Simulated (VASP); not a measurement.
# Li (Fm-3m) in VASP: further runs, part 2 of 2

VASP 6.6.1. Earlier steps stand in the parts before.

### 5 Single point, LDA

This run uses another cell than the first one, of 18.95 Å³/atom.

INCAR

```
SYSTEM = Li
PREC = Accurate
ENCUT = 520
EDIFF = 1E-6
ISMEAR = -1
SIGMA = 0.1
LREAL = .False.
LASPH = .True.
NELM = 80
ALGO = Normal
ISIF = 2
LWAVE = .False.
LCHARG = .False.
GGA = CA
NBANDS = 8
```

KPOINTS

```
regular mesh
0
Gamma
  22 22 22
  0 0 0
```

POSCAR

```
Li
1.0
    0.0000000000      2.1161138928      2.1161138928
    2.1161138928      0.0000000000      2.1161138928
    2.1161138928      2.1161138928      0.0000000000
Li
1
Direct
    0.0000000000      0.0000000000      0.0000000000
```

Potentials or basis: VASP PAW LDA potentials, release 64 (Li_sv).

Launch:

```
> cat potpaw_LDA.64/Li_sv/POTCAR > POTCAR
> mpirun -np 1 vasp_std > vasp.out
```

OUTCAR:

```text
SYSTEM = Li
   PREC = Accurate
   ENCUT = 520
   EDIFF = 1E-6
   ISMEAR = -1
   LREAL = .False.
   LASPH = .True.
   NELM = 80
   ISIF = 2
   GGA = CA

 ion  position               nearest neighbor table
   1  0.000  0.000  0.000-

  LATTYP: Found a face centered cubic cell.
 ALAT       =     4.2322277856

  Lattice vectors:

 A1 = (   0.0000000000,   2.1161138928,   2.1161138928)
 A2 = (   2.1161138928,   0.0000000000,   2.1161138928)
 A3 = (   2.1161138928,   2.1161138928,   0.0000000000)

Analysis of symmetry for initial positions (statically):
=====================================================================
 Subroutine PRICEL returns:
 Original cell was already a primitive cell.

 Routine SETGRP: Setting up the symmetry group for a
 face centered cubic supercell.

 Subroutine GETGRP returns: Found 48 space group operations
 (whereof 48 operations were pure point group operations)
 out of a pool of 48 trial point group operations.

The static configuration has the point symmetry O_h .

Analysis of symmetry for dynamics (positions and initial velocities):
=====================================================================
 Subroutine PRICEL returns:
 Original cell was already a primitive cell.

 Routine SETGRP: Setting up the symmetry group for a
 face centered cubic supercell.

 Subroutine GETGRP returns: Found 48 space group operations
 (whereof 48 operations were pure point group operations)
 out of a pool of 48 trial point group operations.

The dynamic configuration has the point symmetry O_h .

 Subroutine INISYM returns: Found 48 space group operations
 (whereof 48 operations are pure point group operations),
 and found     1 'primitive' translations

----------------------------------------------------------------------------------------

                                     Primitive cell

  volume of cell :      18.9517

  direct lattice vectors                    reciprocal lattice vectors
     0.000000000  2.116113893  2.116113893    -0.236282178  0.236282178  0.236282178
     2.116113893  0.000000000  2.116113893     0.236282178 -0.236282178  0.236282178
     2.116113893  2.116113893  0.000000000     0.236282178  0.236282178 -0.236282178

  length of vectors
     2.992636967  2.992636967  2.992636967     0.409252738  0.409252738  0.409252738

  position of ions in fractional coordinates (direct lattice)
     0.000000000  0.000000000  0.000000000

  ion indices of the primitive-cell ions
   primitive index   ion index
                 1           1

----------------------------------------------------------------------------------------

 KPOINTS: regular mesh

Automatic generation of k-mesh.
 Grid dimensions read from file:
 generate k-points for:   22   22   22

 Generating k-lattice:

  Cartesian coordinates                     Fractional coordinates (reciprocal lattice)
    -0.010740099  0.010740099  0.010740099     0.045454545  0.000000000  0.000000000
     0.010740099 -0.010740099  0.010740099     0.000000000  0.045454545  0.000000000
     0.010740099  0.010740099 -0.010740099     0.000000000  0.000000000  0.045454545

  Length of vectors
     0.018602397  0.018602397  0.018602397

  Shift w.r.t. Gamma in fractional coordinates (k-lattice)
     0.000000000  0.000000000  0.000000000

 Subroutine IBZKPT returns following result:
 ===========================================

 Found    328 irreducible k-points:

 Following reciprocal coordinates:
            Coordinates               Weight
  0.000000  0.000000  0.000000      1.000000
  0.045455  0.000000  0.000000      8.000000
  0.090909  0.000000  0.000000      8.000000
  0.136364  0.000000  0.000000      8.000000
  0.181818  0.000000  0.000000      8.000000
  0.227273  0.000000  0.000000      8.000000
[... 16 lines left out ...]
  0.500000  0.045455  0.000000     24.000000
 -0.454545  0.045455  0.000000     24.000000
 [... further k-points ...]
   k-points           NKPTS =    328   k-points in BZ     NKDIM =    328   number of bands    NBANDS=      8
   number of dos      NEDOS =    301   number of ions     NIONS =      1
   total plane-waves  NPLWV =  13824
   dimension x,y,z NGX =    24 NGY =   24 NGZ =   24
   dimension x,y,z NGXF=    48 NGYF=   48 NGZF=   48
   ions per type =               1
   NGX,Y,Z   is equivalent  to a cutoff of  13.33, 13.33, 13.33 a.u.
   NGXF,Y,Z  is equivalent  to a cutoff of  26.66, 26.66, 26.66 a.u.
 SYSTEM =  Li
   PREC   = accura    normal or accurate (medium, high low for compatibility)
   ISTART =      0    job   : 0-new  1-cont  2-samecut
   ICHARG =      2    charge: 1-file 2-atom 10-const
   ISPIN  =      1    spin polarized calculation?
   LNONCOLLINEAR =      F non collinear calculations
   LSORBIT =      F    spin-orbit coupling
   LASPH  =      T    aspherical Exc in radial PAW
   ENCUT  =  520.0 eV  38.22 Ry    6.18 a.u.   5.56  5.56  5.56*2*pi/ulx,y,z
   NELM   =     80;   NELMIN=  2; NELMDL= -5     # of ELM steps
   EDIFF  = 0.1E-05   stopping-criterion for ELM
   LREAL  =      F    real-space projection
   EDIFFG = 0.1E-04   stopping-criterion for IOM
   NSW    =      0    number of steps for IOM
   IBRION =     -1    ionic relax: 0-MD 1-quasi-New 2-CG
   NFREE  =      0    steps in history (QN), initial steepest desc. (CG)
   ISIF   =      2    stress and relaxation
   ISYM   =      2    0-nonsym 1-usesym 2-fastsym
   POTIM  = 0.5000    time-step for ionic-motion
   TEBEG  =    0.0;   TEEND  =   0.0 temperature during run
   PSTRESS=    0.0 pullay stress
   NELECT =       3.0000    total number of electrons
   NUPDOWN=      -1.0000    fix difference up-down
   EMIN   =  10.00;   EMAX   =-10.00  energy-range for DOS
   EFERMI =   0.00;   METHOD = LEGACY
   ISMEAR =    -1;   SIGMA  =   0.10  broadening in eV -4-tet -1-fermi 0-gaus
   EFERMI_NEDOS =   21; number of points for ismear=-14 and -15
   IALGO  =     38    algorithm
   IMIX   =      4    mixing-type and parameters
     AMIX     =   0.40;   BMIX     =  1.00
     AMIX_MAG =   1.60;   BMIX_MAG =  1.00
  volume/ion in A,a.u.               =      18.95       127.89
  Fermi-wavevector in a.u.,A,eV,Ry     =   0.885590  1.673523 10.670645  0.784270
  Thomas-Fermi vector in A             =   2.006644
   LORBIT       =      0    0 simple, 1 ext, 2 COOP (PROOUT), +10 PAW based schemes
   GGA     = CA    functional components
   LHFCALC =     F    Hartree Fock is set to
   AEXX    =    0.0000 exact exchange contribution
   IVDW    =     0    specifies the selected vdW correction
   LEPSILON=     F    determine dielectric tensor
   LRPA    =     F    only Hartree local field effects (RPA)
 non-spin polarized calculation
  energy-cutoff  :      520.00
  volume of cell :       18.95
 maximum number of plane-waves:       532
   NGX = 11   NGY = 11   NGZ = 11

 number of electron       2.9999996 magnetization

 Free energy of the ion-electron system (eV)
  ---------------------------------------------------
  ext. energy  EPLUGINS =         0.00000000
  ---------------------------------------------------
  free energy    TOTEN  =        -2.05487070 eV

  energy without entropy =       -2.03889458  energy(sigma->0) =       -2.04688264

 E-fermi :   0.7966     XC(G=0):  -7.3159

 val. band max:        0.7613349519   @ k =   0.5000   0.1818   0.0455
 cond. band min:       0.8191510453   @ k =   0.5000   0.0909   0.0000
 fundamental gap:      0.0578160933
 Fermi energy:         0.7966054483

 k-point     1 :       0.0000    0.0000    0.0000
  band No.  band energies     occupation
      1     -44.7251      2.00000
      2      -2.7807      2.00000
      3      15.5941      0.00000
      4      15.5941      0.00000
      5      15.5941      0.00000
      6      19.8367      0.00000
      7      19.8367      0.00000
      8      19.8367      0.00000
[... 243 lines left out ...]
 k-point    24 :      -0.4545    0.0455    0.0000
  band No.  band energies     occupation
      1     -44.6987      2.00000
      2       0.6874      1.49763
      3       4.1354      0.00000
      4      13.4836      0.00000
      5      13.7450      0.00000
      6      17.3166      0.00000
      7      18.3181      0.00000
      8      20.0885      0.00000

 [... further k-points ...]

------------------------ aborting loop because EDIFF is reached ----------------------------------------

  FORCE on cell =-STRESS in cart. coord.  units (eV):
  Direction    XX          YY          ZZ          XY          YZ          ZX
  --------------------------------------------------------------------------------------
  -------------------------------------------------------------------------------------
  Total       -0.0103786     -0.0103786     -0.0103786      0.0000000     -0.0000000      0.0000000
  in kB       -0.8774060     -0.8774060     -0.8774060      0.0000000     -0.0000000      0.0000000
  external PRESSURE =      -0.8774060 kB  Pullay stress =       0.0000000 kB

 VOLUME and BASIS-vectors are now :
 -----------------------------------------------------------------------------
  energy-cutoff  :      520.00
  volume of cell :       18.95
      direct lattice vectors                 reciprocal lattice vectors
     0.000000000  2.116113893  2.116113893    -0.236282178  0.236282178  0.236282178
     2.116113893  0.000000000  2.116113893     0.236282178 -0.236282178  0.236282178
     2.116113893  2.116113893  0.000000000     0.236282178  0.236282178 -0.236282178

 POSITION                                       TOTAL-FORCE (eV/Angst)
 -----------------------------------------------------------------------------------
      0.00000      0.00000      0.00000        -0.000000     -0.000000     -0.000000
 -----------------------------------------------------------------------------------
    total drift:                               -0.000000     -0.000000     -0.000000

  FREE ENERGIE OF THE ION-ELECTRON SYSTEM (eV)
  ---------------------------------------------------
  free  energy   TOTEN  =        -2.0548706996 eV

  energy  without entropy=       -2.0388945780  energy(sigma->0) =       -2.04688264
```

OSZICAR:

```text
N       E                     dE             d eps       ncg     rms          rms(c)
DAV:   1    -0.225236513834E+00   -0.22524E+00   -0.72200E+02  5304   0.257E+02
DAV:   2    -0.201935922768E+01   -0.17941E+01   -0.17574E+01  7552   0.351E+01
DAV:   3    -0.205576726520E+01   -0.36408E-01   -0.36395E-01  6016   0.344E+00
DAV:   4    -0.205619391374E+01   -0.42665E-03   -0.42665E-03  8264   0.324E-01
DAV:   5    -0.205619498989E+01   -0.10762E-05   -0.10761E-05  6288   0.107E-02    0.201E-01
DAV:   6    -0.205529192577E+01    0.90306E-03   -0.43991E-04  8528   0.821E-02    0.116E-01
DAV:   7    -0.205486936082E+01    0.42256E-03   -0.98443E-04  8168   0.124E-01    0.324E-02
DAV:   8    -0.205487040819E+01   -0.10474E-05   -0.12963E-05  5856   0.302E-02    0.143E-03
DAV:   9    -0.205487069964E+01   -0.29146E-06   -0.85413E-07  5800   0.759E-03
   1 F= -.20548707E+01 E0= -.20468826E+01  d E =-.159761E-01
```

Wall time 23 s (1 thread of AMD EPYC 9R45 (Zen 5), shared host); peak memory 0.12 GiB.

What came out:

| Quantity | Value |
| --- | --- |
| Free energy | -2.0549 eV |
| Band gap on the k mesh | zero (an odd number of electrons rules out a gap without spin polarisation) |

Caveat: the cutoff is under 1.25 times the usual one of these potentials, so pressure, stress and relaxed cells hold a basis-set (Pulay) error.

### 6 Relaxation of cell and atoms, LDA, target pressure 1 GPa, at which the enthalpy is minimised

This run uses another cell than the first one, of 18.95 Å³/atom.

INCAR

```
ALGO = Normal
EDIFF = 1E-6
EDIFFG = -0.002
ENCUT = 600
IBRION = 2
ISIF = 3
ISMEAR = -1
LASPH = T
LCHARG = F
LREAL = F
LWAVE = F
NELM = 60
NSW = 100
PREC = Accurate
PSTRESS = 10.0
SIGMA = 0.1
```

KPOINTS

```
k-points
0
Gamma
  22 22 22
```

POSCAR is that of step 5.

Potentials or basis: VASP PAW LDA potentials, release 64 (Li_sv).

Launch:

```
> cat potpaw_LDA.64/Li_sv/POTCAR > POTCAR
> mpirun -np 1 vasp_std > vasp.out
```

It took 39 s on 1 thread of AMD EPYC 9R45 (Zen 5), shared host; peak memory 0.11 GiB.

It converged, with:

- Free energy: -2.0513 eV
- Relaxed volume: 17.65 Å³/atom
- Relaxed cell: a = 2.923 Å, b = 2.923 Å, c = 2.923 Å, α = 60.00°, β = 60.00°, γ = 60.00°
- Space group after relaxing (to 0.1 Å): Fm-3m (No. 225)
- Energy change on relaxing (the run minimises the enthalpy): +3.3 meV/atom
- Ionic steps: 4
- Pressure after relaxing: 1.0 GPa
- Band gap on the k mesh: zero (an odd number of electrons rules out a gap without spin polarisation)

Step by step:
```csv
step,energy change (eV),largest force (eV/Å),pressure (GPa),volume (Å³)
1,0.0000,0.0000,-0.13,18.95
2,0.0000,0.0000,0.15,18.59
3,0.0020,0.0000,0.78,17.88
4,0.0033,0.0000,1.01,17.65
```

Final structure:
```cif
data_structure
_symmetry_space_group_name_H-M 'P 1'
_symmetry_Int_Tables_number 1
_cell_length_a 2.9226
_cell_length_b 2.9226
_cell_length_c 2.9226
_cell_angle_alpha 60.000
_cell_angle_beta 60.000
_cell_angle_gamma 60.000
_cell_volume 17.65
loop_
_atom_site_label
_atom_site_type_symbol
_atom_site_fract_x
_atom_site_fract_y
_atom_site_fract_z
_atom_site_occupancy
Li1 Li 0.00000 0.00000 0.00000 1
```

Levels at points of the mesh, in eV from the Fermi level:
```
           k point  band 1  band 2  band 3  band 4  band 5
(0.00, 0.00, 0.00)  -45.40   -3.66   15.56   15.56   15.56
(0.50, 0.00, 0.00)  -45.37   -0.09    3.45   13.68   13.68
(0.50, 0.50, 0.00)  -45.36    1.59    5.29    9.12    9.12
```

Caveat: the cutoff is under 1.25 times the usual one of these potentials, so pressure, stress and relaxed cells hold a basis-set (Pulay) error; the cell is relaxed towards a set pressure, so the run minimises the enthalpy, not the energy. LDA usually gives volumes a few per cent too small.

### 7 Summary

| task | cell | cutoff (eV) | gap on the mesh (eV) |
| --- | --- | --- | --- |
| single point | a = 2.807 Å, angles 60.0°, 1 atom | 520 | none |
| single point | a = 2.885 Å, angles 60.0°, 1 atom | 520 | none |
| single point | a = 2.932 Å, angles 60.0°, 1 atom | 520 | none |
| single point | a = 2.993 Å, angles 60.0°, 1 atom | 520 | none |
| relaxation of cell and atoms | relaxed to 1 GPa from a = 2.993 Å, angles 60.0°, 1 atom | 600 | none |

Alike in all rows: level LDA; potentials or basis VASP PAW LDA potentials, release 64 (Li_sv); no spin polarisation; k mesh 22 × 22 × 22; smearing fermi-dirac 0.1 eV.

Caveats: the cutoff is under 1.25 times the usual one of these potentials, so pressure, stress and relaxed cells hold a basis-set (Pulay) error; the cell is relaxed towards a set pressure, so the run minimises the enthalpy, not the energy (at least some runs).

Total energies depend on the potentials used, so only differences within one code and one set of settings carry meaning.

The gap in the log of VASP goes by the Fermi energy; the results here count the filled bands.